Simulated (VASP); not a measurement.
Input of a VASP 6.6.1 run:

The input INCAR:

```
SYSTEM = NbTe
PREC     = Accurate       ! precision mode
ENCUT    = 600            ! plane-wave cutoff, eV
EDIFF    = 1E-6           ! SCF threshold, eV
ISMEAR   = -1             ! smearing method
SIGMA    = 0.05           ! smearing width, eV
LREAL    = .FALSE.        ! projectors in reciprocal space
LASPH    = .TRUE.         ! aspherical terms in the spheres
NELM     = 100            ! most SCF steps
ALGO     = Normal         ! electronic algorithm
ISIF     = 3              ! what is computed and relaxed
LWAVE    = .FALSE.        ! write WAVECAR
LCHARG   = .FALSE.        ! write CHGCAR
GGA      = PS             ! functional
IVDW     = 13             ! dispersion correction
IBRION   = 2              ! ionic algorithm
NSW      = 60             ! ionic steps
EDIFFG   = -0.01          ! ionic threshold
```

Contents of KPOINTS:

```
Automatic mesh
0
G
  8 8 7
  0 0 0
```

POSCAR

```
NbTe
1.0
    3.7029743866      0.0000000000      0.0000000000
   -1.8514871933      3.2068698884      0.0000000000
    0.0000000000      0.0000000000      3.6942110000
Te Nb
1 1
Direct
    0.6666666667      0.3333333333      0.0000000000
    0.0000000000      0.0000000000      0.5000000000
```

Potentials or basis: VASP PAW PBE potentials, release 64 (Te, Nb_sv).

The run is started by

```bash
$ cat potpaw_PBE.64/Te/POTCAR potpaw_PBE.64/Nb_sv/POTCAR > POTCAR
$ mpirun -np 1 vasp_std > vasp.out
```

Q: Predict the dispersion energy per atom.

A: -0.294 eV.

Q: Estimate the space group after relaxing (to 0.05 Å).

A: P-6m2 (No. 187).

Step by step:
```
step  energy change (eV)  largest force (eV/Å)  pressure (GPa)  volume (Å³)
   1              0.0000                0.0000           -7.22        43.87
   2              0.0949                0.0000           15.31        37.89
   3             -0.0593                0.0000           -0.20        41.44
   4             -0.0593                0.0000           -0.04        41.39
   5             -0.0593                0.0000            0.13        41.34
   6             -0.0623                0.0000            0.19        41.24
   7             -0.0627                0.0000            0.19        41.20
   8             -0.0628                0.0000            0.20        41.18
   9             -0.0627                0.0000           -0.31        41.33
  10             -0.0628                0.0000            0.02        41.23
```

Caveat: the PAW data sets were made with another functional, which shifts forces and pressure a little; pairwise dispersion overbinds metals, which lowers pressure and volume.
